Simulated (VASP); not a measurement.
# SiC (P6_3mc) in VASP: notebook

Aim: see how the results for SiC move with the level of theory and the settings. Levels: PBE-based screened hybrid with 50 % exact exchange, PBEsol. Tasks: single point.

Everything below comes from runs of VASP 6.6.1. Logs are shortened: lines on timing, memory, paths and dates and some standing lists are left out, and cuts for length are marked.

## (1) The cell of the first run

It takes space group P6_3mc (No. 186, hexagonal). Conventional cell: a = 3.076 Å, b = 3.076 Å, c = 5.048 Å, α = 90.00°, β = 90.00°, γ = 120.00°. Within 2.5 Å of Si (site symmetry 3m) lie 4 C at 1.87 to 1.94 Å. Within 2.5 Å of C (site symmetry 3m) lie 4 Si at 1.87 to 1.94 Å.

## (2) Single point, PBE-based screened hybrid with 50 % exact exchange

POSCAR reads:

```
SiC
1.0
    3.0760000000      0.0000000000      0.0000000000
   -1.5380000000      2.6638941420      0.0000000000
    0.0000000000      0.0000000000      5.0480000000
Si C
2 2
Direct
    0.6666666667      0.3333333333      0.5000000000
    0.3333333333      0.6666666667      0.0000000000
    0.6666666667      0.3333333333      0.8850000000
    0.3333333333      0.6666666667      0.3850000000
```

INCAR.step1 reads:

```
SYSTEM = SiC
PREC = Accurate
ENCUT = 520
EDIFF = 1E-5
ISMEAR = -1
SIGMA = 0.05
LREAL = .FALSE.
LASPH = .TRUE.
NELM = 60
ALGO = Normal
ISIF = 2
LWAVE = .TRUE.
LCHARG = .FALSE.
NBANDS = 16
GGA = PE
```

INCAR.step2 reads:

```
SYSTEM = SiC
PREC = Accurate
ENCUT = 520
EDIFF = 1E-7
ISMEAR = -1
SIGMA = 0.05
LREAL = .FALSE.
LASPH = .TRUE.
NELM = 60
ALGO = Normal
ISIF = 2
LWAVE = .FALSE.
LCHARG = .FALSE.
GGA = PE
LHFCALC = .TRUE.
AEXX = 0.5
HFSCREEN = 0.2078699
PRECFOCK = Normal
NBANDS = 16
ISTART = 1
```

KPOINTS reads:

```
regular mesh
0
G
  6 6 3
  0 0 0
```

Potentials or basis: VASP PAW PBE potentials, release 64 (Si, C).

The run is started by

```console
$ cat potpaw_PBE.64/Si/POTCAR potpaw_PBE.64/C/POTCAR > POTCAR
$ cp INCAR.step1 INCAR
$ mpirun -np 1 vasp_std > vasp.out
$ cp INCAR.step2 INCAR
$ mpirun -np 1 vasp_std > vasp.out
```

OUTCAR:

```text
SYSTEM = SiC
   PREC = Accurate
   ENCUT = 520
   EDIFF = 1E-7
   ISMEAR = -1
   LREAL = .FALSE.
   LASPH = .TRUE.
   NELM = 60
   ISIF = 2
   GGA = PE
   LHFCALC = .TRUE.
   AEXX = 0.5
   HFSCREEN = 0.2078699
   PRECFOCK = Normal
   ISTART = 1

 ion  position               nearest neighbor table
   1  0.667  0.333  0.500-   4 1.87   4 1.87   4 1.87   3 1.94   2 3.09   2 3.09   2 3.09   2 3.09
                             2 3.09   2 3.09
   2  0.333  0.667  0.000-   3 1.87   3 1.87   3 1.87   4 1.94   1 3.09   1 3.09   1 3.09   1 3.09
                             1 3.09   1 3.09
   3  0.667  0.333  0.885-   2 1.87   2 1.87   2 1.87   1 1.94
   4  0.333  0.667  0.385-   1 1.87   1 1.87   1 1.87   2 1.94

  LATTYP: Found a hexagonal cell.
 ALAT       =     3.0760000000
 C/A-ratio  =     1.6410923277

  Lattice vectors:

 A1 = (   3.0760000000,   0.0000000000,   0.0000000000)
 A2 = (  -1.5380000000,   2.6638941420,   0.0000000000)
 A3 = (   0.0000000000,   0.0000000000,   5.0480000000)

Analysis of symmetry for initial positions (statically):
=====================================================================
 Subroutine PRICEL returns:
 Original cell was already a primitive cell.

 Routine SETGRP: Setting up the symmetry group for a
 hexagonal supercell.

 Subroutine GETGRP returns: Found 12 space group operations
 (whereof  6 operations were pure point group operations)
 out of a pool of 24 trial point group operations.

The static configuration has the point symmetry C_3v.
 The point group associated with its full space group is C_6v.

Analysis of symmetry for dynamics (positions and initial velocities):
=====================================================================
 Subroutine PRICEL returns:
 Original cell was already a primitive cell.

 Routine SETGRP: Setting up the symmetry group for a
 hexagonal supercell.

 Subroutine GETGRP returns: Found 12 space group operations
 (whereof  6 operations were pure point group operations)
 out of a pool of 24 trial point group operations.

The dynamic configuration has the point symmetry C_3v.
 The point group associated with its full space group is C_6v.

 Subroutine INISYM returns: Found 12 space group operations
 (whereof  6 operations are pure point group operations),
 and found     1 'primitive' translations

----------------------------------------------------------------------------------------

                                     Primitive cell

  volume of cell :      41.3640

  direct lattice vectors                    reciprocal lattice vectors
     3.076000000  0.000000000  0.000000000     0.325097529  0.187695146  0.000000000
    -1.538000000  2.663894142  0.000000000     0.000000000  0.375390292  0.000000000
     0.000000000  0.000000000  5.048000000     0.000000000  0.000000000  0.198098257

  length of vectors
     3.076000000  3.076000000  5.048000000     0.375390292  0.375390292  0.198098257

  position of ions in fractional coordinates (direct lattice)
     0.666666667  0.333333333  0.500000000
     0.333333333  0.666666667  0.000000000
     0.666666667  0.333333333  0.885000000
     0.333333333  0.666666667  0.385000000

  ion indices of the primitive-cell ions
   primitive index   ion index
                 1           1
                 2           2
                 3           3
                 4           4

----------------------------------------------------------------------------------------

 KPOINTS: regular mesh

Automatic generation of k-mesh.
 Grid dimensions read from file:
 generate k-points for:    6    6    3

 Generating k-lattice:

  Cartesian coordinates                     Fractional coordinates (reciprocal lattice)
     0.054182922  0.031282524  0.000000000     0.166666667  0.000000000  0.000000000
     0.000000000  0.062565049  0.000000000     0.000000000  0.166666667  0.000000000
     0.000000000  0.000000000  0.066032752     0.000000000  0.000000000  0.333333333

  Length of vectors
     0.062565049  0.062565049  0.066032752

  Shift w.r.t. Gamma in fractional coordinates (k-lattice)
     0.000000000  0.000000000  0.000000000

 Subroutine IBZKPT returns following result:
 ===========================================

 Found     14 irreducible k-points:

 Following reciprocal coordinates:
            Coordinates               Weight
  0.000000  0.000000  0.000000      1.000000
  0.166667 -0.000000  0.000000      6.000000
  0.333333  0.000000  0.000000      6.000000
  0.500000 -0.000000  0.000000      3.000000
  0.166667  0.166667  0.000000      6.000000
  0.333333  0.166667  0.000000     12.000000
  0.333333  0.333333  0.000000      2.000000
  0.000000  0.000000  0.333333      2.000000
  0.166667 -0.000000  0.333333     12.000000
  0.333333  0.000000  0.333333     12.000000
  0.500000 -0.000000  0.333333      6.000000
  0.166667  0.166667  0.333333     12.000000
  0.333333  0.166667  0.333333     24.000000
  0.333333  0.333333  0.333333      4.000000
   k-points           NKPTS =     14   k-points in BZ     NKDIM =    108   number of bands    NBANDS=     16
   number of dos      NEDOS =    301   number of ions     NIONS =      4
   total plane-waves  NPLWV =  23040
   dimension x,y,z NGX =    24 NGY =   24 NGZ =   40
   dimension x,y,z NGXF=    48 NGYF=   48 NGZF=   80
   ions per type =               2   2
   NGX,Y,Z   is equivalent  to a cutoff of  12.97, 12.97, 13.17 a.u.
   NGXF,Y,Z  is equivalent  to a cutoff of  25.94, 25.94, 26.35 a.u.
 SYSTEM =  SiC
   PREC   = accura    normal or accurate (medium, high low for compatibility)
   ISTART =      1    job   : 0-new  1-cont  2-samecut
   ICHARG =      0    charge: 1-file 2-atom 10-const
   ISPIN  =      1    spin polarized calculation?
   LNONCOLLINEAR =      F non collinear calculations
   LSORBIT =      F    spin-orbit coupling
   LASPH  =      T    aspherical Exc in radial PAW
   ENCUT  =  520.0 eV  38.22 Ry    6.18 a.u.   5.72  5.72  9.39*2*pi/ulx,y,z
   NELM   =     60;   NELMIN=  2; NELMDL=  0     # of ELM steps
   EDIFF  = 0.1E-06   stopping-criterion for ELM
   LREAL  =      F    real-space projection
   EDIFFG = 0.1E-05   stopping-criterion for IOM
   NSW    =      0    number of steps for IOM
   IBRION =     -1    ionic relax: 0-MD 1-quasi-New 2-CG
   NFREE  =      0    steps in history (QN), initial steepest desc. (CG)
   ISIF   =      2    stress and relaxation
   ISYM   =      3    0-nonsym 1-usesym 2-fastsym
   POTIM  = 0.5000    time-step for ionic-motion
   TEBEG  =    0.0;   TEEND  =   0.0 temperature during run
   PSTRESS=    0.0 pullay stress
   NELECT =      16.0000    total number of electrons
   NUPDOWN=      -1.0000    fix difference up-down
   EMIN   =  10.00;   EMAX   =-10.00  energy-range for DOS
   EFERMI =   0.00;   METHOD = LEGACY
   ISMEAR =    -1;   SIGMA  =   0.05  broadening in eV -4-tet -1-fermi 0-gaus
   EFERMI_NEDOS =   21; number of points for ismear=-14 and -15
   IALGO  =     38    algorithm
   IMIX   =      1    mixing-type and parameters
     AMIX     =   0.40;   BMIX     =  1.00
     AMIX_MAG =   1.60;   BMIX_MAG =  1.00
  volume/ion in A,a.u.               =      10.34        69.78
  Fermi-wavevector in a.u.,A,eV,Ry     =   1.192817  2.254098 19.358549  1.422813
  Thomas-Fermi vector in A             =   2.328847
   LORBIT       =      0    0 simple, 1 ext, 2 COOP (PROOUT), +10 PAW based schemes
   GGA     = PE    functional components
   LHFCALC =     T    Hartree Fock is set to
   PRECFOCK=normal    Normal, Fast or Accurate (Low or Medium for compatibility)
   ENCUT4O =  -1.0   cutoff for four orbital integrals eV
   NKREDX  =     1    reduce k-point grid by
   NKREDY  =     1    reduce k-point grid by
   NKREDZ  =     1    reduce k-point grid by
   AEXX    =    0.5000 exact exchange contribution
   HFSCREEN=    0.2079 screening length (either q_TF or 0.3 A-1)
   HFSCREENC=   0.2079 screening length for correlation (either q_TF or 0.3 A-1)
   ENCUTFOCK=  -1.0 apply spherical cutoff to Coloumb kernel
   IVDW    =     0    specifies the selected vdW correction
   LEPSILON=     F    determine dielectric tensor
   LRPA    =     F    only Hartree local field effects (RPA)
 non-spin polarized calculation
  energy-cutoff  :      520.00
  volume of cell :       41.36
 maximum number of plane-waves:      1132
 NGX is ok and might be reduce to    24
  NGX = 18; NGY = 18; NGZ = 30

 number of electron      16.0000000 magnetization

 Free energy of the ion-electron system (eV)
  ---------------------------------------------------
  ext. energy  EPLUGINS =         0.00000000
  ---------------------------------------------------
  free energy    TOTEN  =       -39.66161068 eV

  energy without entropy =      -39.66161068  energy(sigma->0) =      -39.66161068

 E-fermi :   8.2117     XC(G=0):  -7.3533

 val. band max:        7.2301289690   @ k =   0.0000   0.0000   0.0000
 cond. band min:      11.3463816490   @ k =   0.3333   0.3333   0.0000
 fundamental gap:      4.1162526799
 Fermi energy:         8.2117404467

 k-point     1 :       0.0000    0.0000    0.0000
  band No.  band energies     occupation
      1     -11.7152      2.00000
      2      -7.6710      2.00000
      3      -3.1171      2.00000
      4       5.3143      2.00000
      5       5.3143      2.00000
      6       6.8722      2.00000
[... 8 lines left out ...]
     15      18.7078      0.00000
     16      21.8731      0.00000

 k-point     2 :       0.1667   -0.0000    0.0000
  band No.  band energies     occupation
      1     -11.1531      2.00000
      2      -7.1973      2.00000
      3      -2.5837      2.00000
      4       2.8325      2.00000
      5       4.5249      2.00000
      6       5.0277      2.00000
[... 8 lines left out ...]
     15      19.1910      0.00000
     16      19.7901      0.00000

 k-point     3 :       0.3333    0.0000    0.0000
  band No.  band energies     occupation
      1      -9.5482      2.00000
      2      -6.0769      2.00000
      3      -1.6941      2.00000
      4      -0.2875      2.00000
      5       1.6597      2.00000
      6       3.4037      2.00000
[... 8 lines left out ...]
     15      20.9103      0.00000
     16      22.5118      0.00000
[... 172 lines left out ...]
 k-point    13 :       0.3333    0.1667    0.3333
  band No.  band energies     occupation
      1      -7.6159      2.00000
      2      -6.3906      2.00000
      3      -2.3305      2.00000
      4      -1.1684      2.00000
      5       1.5264      2.00000
      6       2.8568      2.00000
[... 8 lines left out ...]
     15      21.8885      0.00000
     16      22.3331      0.00000

 k-point    14 :       0.3333    0.3333    0.3333
  band No.  band energies     occupation
      1      -6.2591      2.00000
      2      -6.2591      2.00000
      3      -1.8747      2.00000
      4      -1.8747      2.00000
      5      -0.3586      2.00000
      6       1.1856      2.00000
[... 8 lines left out ...]
     15      21.5635      0.00000
     16      22.0761      0.00000

------------------------ aborting loop because EDIFF is reached ----------------------------------------

  FORCE on cell =-STRESS in cart. coord.  units (eV):
  Direction    XX          YY          ZZ          XY          YZ          ZX
  --------------------------------------------------------------------------------------
  -------------------------------------------------------------------------------------
  Total       -1.1762101     -1.1762101     -2.3909968      0.0000000     -0.0000000     -0.0000000
  in kB      -45.5588581    -45.5588581    -92.6119318      0.0000000     -0.0000000     -0.0000000
  external PRESSURE =     -61.2432160 kB  Pullay stress =       0.0000000 kB

 VOLUME and BASIS-vectors are now :
 -----------------------------------------------------------------------------
  energy-cutoff  :      520.00
  volume of cell :       41.36
      direct lattice vectors                 reciprocal lattice vectors
     3.076000000  0.000000000  0.000000000     0.325097529  0.187695146  0.000000000
    -1.538000000  2.663894142  0.000000000     0.000000000  0.375390292  0.000000000
     0.000000000  0.000000000  5.048000000     0.000000000  0.000000000  0.198098257

 POSITION                                       TOTAL-FORCE (eV/Angst)
 -----------------------------------------------------------------------------------
      1.53800      0.88796      2.52400         0.000000     -0.000000      0.792383
     -0.00000      1.77593      0.00000        -0.000000      0.000000      0.792383
      1.53800      0.88796      4.46748        -0.000000      0.000000     -0.792383
     -0.00000      1.77593      1.94348         0.000000     -0.000000     -0.792383
 -----------------------------------------------------------------------------------
    total drift:                                0.000000      0.000000     -0.000166

  FREE ENERGIE OF THE ION-ELECTRON SYSTEM (eV)
  ---------------------------------------------------
  free  energy   TOTEN  =       -39.6616106803 eV

  energy  without entropy=      -39.6616106803  energy(sigma->0) =      -39.66161068
```

It took 8.6 min on 1 thread of AMD EPYC 9R45 (Zen 5), shared host; peak memory 0.23 GiB.

What came out:

```
Free energy            : -39.6616 eV
Pressure               : -6.1 GPa
Largest force          : 0.792 eV/Å
Band gap on the k mesh : 4.12 eV (least direct gap 6.35 eV)
```

Forces in eV/Å, atoms in the order of the input:
```
Si   0.000  0.000  0.792
Si   0.000  0.000  0.792
C    0.000  0.000 -0.792
C    0.000  0.000 -0.792
```

Caveat: the cell stands under tension; the PAW data sets were made with another functional, which shifts forces and pressure a little. A k mesh can miss the band edges.

(Continued in part 2 of 3.)
